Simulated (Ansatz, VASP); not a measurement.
# ZnO: VASP beside Ansatz

File POSCAR:

```
ZnO
1.0
    0.0000000000      2.1337703963      2.1337703963
    2.1337703963      0.0000000000      2.1337703963
    2.1337703963      2.1337703963      0.0000000000
Zn O
1 1
Direct
    0.0000000000      0.0000000000      0.0000000000
    0.5000000000      0.5000000000      0.5000000000
```

The input INCAR.step1:

```
  PREC = Accurate
  ENCUT = 520
  EDIFF = 1E-5
  ISMEAR = 0
  SIGMA = 0.01
  LREAL = F
  LASPH = T
  NELM = 80
  ALGO = Normal
  ISIF = 2
  LWAVE = T
  LCHARG = F
  NBANDS = 16
  GGA = PE
```

The input INCAR.step2:

```
  PREC = Accurate
  ENCUT = 520
  EDIFF = 1E-6
  ISMEAR = 0
  SIGMA = 0.01
  LREAL = F
  LASPH = T
  NELM = 80
  ALGO = Normal
  ISIF = 2
  LWAVE = F
  LCHARG = F
  GGA = PE
  LHFCALC = T
  HFSCREEN = 0.2079
  PRECFOCK = Normal
  NBANDS = 16
  ISTART = 1
```

Contents of KPOINTS:

```
regular mesh
0
Gamma
  4 4 4
```

Input for Ansatz:

```yaml
crystal:
  lattice:
    - [0.0, 2.1337703963, 2.1337703963]
    - [2.1337703963, 0.0, 2.1337703963]
    - [2.1337703963, 2.1337703963, 0.0]
  atoms:
    - { symbol: Zn, position: [0.0, 0.0, 0.0] }
    - { symbol: O, position: [0.5, 0.5, 0.5] }
kpoints:
  mp_grid: { grid: [4, 4, 4] }
hamiltonian:
  xc: hse06
scf:
  occupations: { method: fixed }
  n_extra_bands: 4
output:
  forces: true
  stress: true
  eigenvalues: true
  write_density: true
  write_potential: true
  elf: true
  volumetric_format: npy
```

Alike in both runs: task single point; functional HSE06; k mesh 4 × 4 × 4; no spin polarisation.

|  | VASP | Ansatz |
| --- | --- | --- |
| version | VASP 6.6.1 | Ansatz 0.2.0 |
| potentials or method | VASP PAW PBE potentials, release 64 (Zn, O) | plane waves, PAW |
| plane-wave cutoff (eV) | 520 | 420 |
| occupations | gaussian, width 0.01 eV | fixed |
| valence electrons in the cell | 18 | 18 |

```tsv
	VASP	Ansatz	Ansatz less VASP
gap on the k mesh at the Fermi level (eV)	2.70	2.76	+0.060
pressure (GPa)	2.4	0.9	-1.44
```

Ansatz's warnings: stress exchange threshold loose, stress scf threshold loose.

The k mesh is coarse, so the values compare programs but aren't converged.
